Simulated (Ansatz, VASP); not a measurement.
One calculation of LiH, two programs

```
CELL_PARAMETERS angstrom
0.00000 2.03675 2.03675
2.03675 0.00000 2.03675
2.03675 2.03675 0.00000
ATOMIC_POSITIONS crystal
Li 0.00000 0.00000 0.00000
H 0.50000 0.50000 0.50000
```

Alike in both runs: task single point; functional PBE; k mesh 16 × 16 × 16; occupations gaussian, width 0.02 eV; no spin polarisation.

|  | VASP | Ansatz |
| --- | --- | --- |
| version | VASP 6.6.1 | Ansatz 0.2.0 |
| potentials or method | VASP PAW PBE potentials, release 64 (Li_sv, H), cutoff 750 eV | scalar-relativistic, plane waves, PAW |
| valence electrons in the cell | 4 | 4 |

|  | VASP | Ansatz | Ansatz less VASP |
| --- | --- | --- | --- |
| gap on the k mesh at the Fermi level (eV) | 3.01 | 3.02 | +0.005 |
| least direct gap on the mesh (eV) | 3.01 | 3.02 | +0.005 |
| pressure (GPa) | -1.8 | -1.7 | +0.17 |
